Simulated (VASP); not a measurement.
Wanted: the native input for a VASP 6.6.1 run.

- Task: single point
- Functional: PBE
- Potentials or basis: VASP PAW PBE potentials, release 64 (Al, H)
- Cutoff: 520 eV
- k mesh: 5 × 4 × 1
- Occupations: gaussian, width 0.1 eV
- Spin: no spin polarisation
- Dipole correction: yes
- Further INCAR settings: LREAL = Auto; ALGO = Normal; EDIFF = 1e-06; NBANDS = 40

The structure of Al8H lies in POSCAR:

```
Al8H
1.0
    5.7135165837      0.0000000000      0.0000000000
    0.0000000000      8.0801326415      0.0000000000
    0.0000000000      0.0000000000     22.2432786975
Al H
16 2
Direct
    0.2500000000      0.2500000000      0.1798296040
    0.2500000000      0.7500000000      0.1798296040
    0.7500000000      0.2500000000      0.1798296040
    0.7500000000      0.7500000000      0.1798296040
    0.0000000000      0.0000000000      0.2440458181
    0.0000000000      0.5000000000      0.2440458181
    0.5000000000      0.0000000000      0.2440458181
    0.5000000000      0.5000000000      0.2440458181
    0.2500000000      0.2500000000      0.3102598702
    0.2500000000      0.7500000000      0.3102598702
    0.7500000000      0.2500000000      0.3102598702
    0.7500000000      0.7500000000      0.3102598702
    0.0000000000      0.0000000000      0.3705963860
    0.0000000000      0.5000000000      0.3705963860
    0.5000000000      0.0000000000      0.3705963860
    0.5000000000      0.5000000000      0.3705963860
    0.7500000000     -0.0568678783      0.4874856286
    0.7500000000      0.0568678783      0.4874856286
```

The input as run:

INCAR

```
PREC = Accurate
ENCUT = 520
EDIFF = 1E-6
ISMEAR = 0
SIGMA = 0.1
LREAL = Auto
LASPH = True
NELM = 100
ALGO = Normal
ISIF = 2
LWAVE = False
LCHARG = False
LDIPOL = True
IDIPOL = 3
DIPOL = 0.5 0.5 0.300
GGA = PE
NBANDS = 40
```

KPOINTS

```
Automatic mesh
0
Gamma
  5 4 1
```

Potentials or basis: VASP PAW PBE potentials, release 64 (Al, H).

Run with:

```console
$ cat potpaw_PBE.64/Al/POTCAR potpaw_PBE.64/H/POTCAR > POTCAR
$ mpirun -np 1 vasp_std > vasp.out
```

It gave:

| Item | Value |
| --- | --- |
| Largest force | 3.503 eV/Å |
| Band gap on the k mesh | zero (bands 25 and 26 overlap by 0.49 eV) |

Wall time 8.3 min on 1 thread of Intel(R) Xeon(R) Platinum 8488C (Sapphire Rapids) (shared host), peak memory 0.9 GiB.
